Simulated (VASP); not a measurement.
A run of VASP 6.6.1 is set up as follows.

File INCAR:

```
SYSTEM = Co
  ALGO = Normal
  EDIFF = 1E-7
  ENCUT = 520
  GGA = PE
  ISIF = 2
  ISMEAR = -1
  ISPIN = 2
  LASPH = .TRUE.
  LCHARG = .FALSE.
  LDAU = .TRUE.
  LDAUJ = 0
  LDAUL = 2
  LDAUPRINT = 1
  LDAUTYPE = 2
  LDAUU = 1
  LMAXMIX = 4
  LORBIT = 11
  LREAL = .FALSE.
  LWAVE = .FALSE.
  MAGMOM = 1.7
  NBANDS = 14
  NELM = 150
  PREC = Accurate
  SIGMA = 0.05
```

The input KPOINTS:

```
k-points
0
G
  17 17 17
  0 0 0
```

The input POSCAR:

```
Co
1.0
    2.0578604358      0.0000000000      0.0000000000
    0.0000000000      2.0578604358      0.0000000000
    0.0000000000      0.0000000000      2.0578604358
Co
1
Direct
    0.0000000000      0.0000000000      0.0000000000
```

Potentials or basis: VASP PAW PBE potentials, release 64 (Co).

Run with:

```console
$ cat potpaw_PBE.64/Co/POTCAR > POTCAR
$ mpirun -np 1 vasp_std > vasp.out
```

Task: Predict the site moments.

Result: Co +1.32 μB.

Task: Predict the net moment.

Result: 1.33 μB per cell.

Eigenvalues of the final occupation matrices:
| site | spin | trace | eigenvalues |
| --- | --- | --- | --- |
| site 1 d | 1 | 4.52 | 0.85 0.85 0.94 0.94 0.94 |
| site 1 d | 2 | 3.21 | 0.57 0.57 0.57 0.75 0.75 |

Caveat: the U is typed as a test and isn't derived for this compound. The state reached can hang on the start; a lower one may exist.
